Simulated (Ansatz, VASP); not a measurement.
**ZrH in VASP and in Ansatz**

```
Zr H
1.0
     3.27149    0.00000    0.00000
     0.00000    3.27149    0.00000
     0.00000    0.00000    5.00308
Zr H
2 2
Direct
  0.00000 0.50000 0.00000
  0.50000 0.00000 0.50000
  0.00000 0.00000 0.75000
  0.00000 0.00000 0.25000
```

Alike in both runs: functional r2SCAN; k mesh 10 × 10 × 7; occupations fermi-dirac, width 0.1 eV; no spin polarisation.

Ansatz relaxed the structure, and its values are those at the end. VASP's run is a single point on that final structure, the one shown.

```csv
,VASP,Ansatz
version,VASP 6.6.1,Ansatz 0.2.0
potentials or method,"VASP PAW PBE potentials, release 64 (Zr_sv, H), cutoff 520 eV",PAW plane waves
valence electrons in the cell,26,26
```

```csv
,VASP,Ansatz,Ansatz less VASP
pressure (GPa),-2.4,-2.3,+0.08
```

VASP's potentials were made for PBE, not for r2SCAN. With one functional, cell and mesh, what is left measures potentials, basis and numerics. Ansatz's warnings: stress scf threshold loose.
